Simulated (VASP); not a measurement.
**Ta4O: single point with LDA**

Crystal: Ta4O.

```
CELL_PARAMETERS angstrom
3.28620 0.00000 0.00000
0.00000 3.28620 0.00000
0.00000 0.00000 7.47462
ATOMIC_POSITIONS crystal
Ta 0.00000 0.00000 0.50000
Ta 0.50000 0.50000 0.78316
Ta 0.50000 0.50000 0.21684
Ta 0.00000 0.00000 0.00000
O 0.50000 0.50000 0.50000
```

* Program: VASP 6.6.1
* Task: single point
* Functional: LDA
* Potentials or basis: VASP PAW LDA potentials, release 64 (Ta_pv, O)
* Cutoff: 520 eV
* k mesh: 7 × 7 × 3
* Occupations: fermi-dirac, width 0.1 eV
* Spin: no spin polarisation
* Dipole correction: no
* Further INCAR settings: ALGO = Normal; EDIFF = 1e-06; NBANDS = 33

* Pressure: -17.4 GPa
* Largest force: 0.089 eV/Å
* Band gap on the k mesh: zero (bands 25 and 26 overlap by 0.63 eV)

Forces in eV/Å, atoms in the order of the input:
```
Ta   0.000  0.000  0.000
Ta   0.000  0.000 -0.089
Ta   0.000  0.000  0.089
Ta   0.000  0.000  0.000
O    0.000  0.000  0.000
```

Stress tensor (GPa, compression positive):
```
-16.96   0.00   0.00
  0.00 -16.96   0.00
  0.00   0.00 -18.22
```

Levels at points of the mesh, in eV from the Fermi level:
```csv
k point,band 22,band 23,band 24,band 25,band 26,band 27,band 28,band 29
"(0.00, 0.00, 0.00)",-1.43,-0.41,-0.41,-0.23,0.46,1.03,1.03,1.24
```

Run time: 52 s on 1 thread of Intel Xeon 8259CL, on a shared host, peak memory 0.18 GiB.

Caveat: the cell stands under tension; spin-orbit coupling is left out, which moves the levels of the heavy elements.
